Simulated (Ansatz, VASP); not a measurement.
## Two plane-wave programs on Rb

```
CELL_PARAMETERS angstrom
-2.83500 2.83500 2.83500
2.83500 -2.83500 2.83500
2.83500 2.83500 -2.83500
ATOMIC_POSITIONS crystal
Rb 0.00000 0.00000 0.00000
```

Alike in both runs: functional PBE; k mesh 10 × 10 × 10; occupations gaussian, width 0.1 eV; no spin polarisation.

Ansatz relaxed the structure, and its values are those at the end. VASP's run is a single point on that final structure, the one shown.

|  | VASP | Ansatz |
| --- | --- | --- |
| version | VASP 6.6.1 | Ansatz 0.2.0 |
| potentials or method | VASP PAW PBE potentials, release 64 (Rb_sv), cutoff 520 eV | scalar-relativistic, plane waves, PAW |
| valence electrons in the cell | 9 | 9 |

|  | VASP | Ansatz | Ansatz less VASP |
| --- | --- | --- | --- |
| gap on the k mesh at the Fermi level (eV) | none | none | - |
| pressure (GPa) | 0.0 | 0.0 | 0.00 |

A gap of «none» marks a metal or a gap that the smearing closes.
